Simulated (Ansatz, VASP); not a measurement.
## One calculation of InP, two programs

The input INCAR:

```
ALGO = Normal ; EDIFF = 1E-6
ENCUT = 520 ; GGA = PE
ISIF = 2 ; ISMEAR = -1
LASPH = True ; LCHARG = False
LREAL = False ; LWAVE = False
NBANDS = 16 ; NELM = 60
PREC = Accurate ; SIGMA = 0.03
```

KPOINTS

```
k-points
0
Gamma
  6 6 6
```

Contents of POSCAR:

```
InP
1.0
    0.0000000000      2.9305000000      2.9305000000
    2.9305000000      0.0000000000      2.9305000000
    2.9305000000      2.9305000000      0.0000000000
In P
1 1
Direct
    0.0000000000      0.0000000000      0.0000000000
    0.7500000000      0.7500000000      0.7500000000
```

Input for Ansatz:

```yaml
crystal:
  lattice:
    - [0.0, 2.9305, 2.9305]
    - [2.9305, 0.0, 2.9305]
    - [2.9305, 2.9305, 0.0]
  atoms:
    - { symbol: In, position: [0.0, 0.0, 0.0] }
    - { symbol: P, position: [0.75, 0.75, 0.75] }
kpoints:
  mp_grid: { grid: [6, 6, 6] }
scf:
  occupations: { method: fermi_dirac, width: 0.03 }
hamiltonian:
  xc: pbe
  pseudopotentials: { kind: all_electron, lapw: { basis_error: 0.00025 } }
output:
  forces: true
  stress: true
  eigenvalues: true
```

Alike in both runs: task single point; functional PBE; k mesh 6 × 6 × 6; occupations fermi-dirac, width 0.03 eV; no spin polarisation.

```csv
,VASP,Ansatz
version,VASP 6.6.1,Ansatz 0.2.0
potentials or method,"VASP PAW PBE potentials, release 64 (In_d, P), cutoff 520 eV","all-electron LAPW, scalar-relativistic"
```

|  | VASP | Ansatz | Ansatz less VASP |
| --- | --- | --- | --- |
| pressure (GPa) | 3.3 | 3.3 | +0.06 |

Ansatz ran all-electron here, and VASP with PAW potentials.
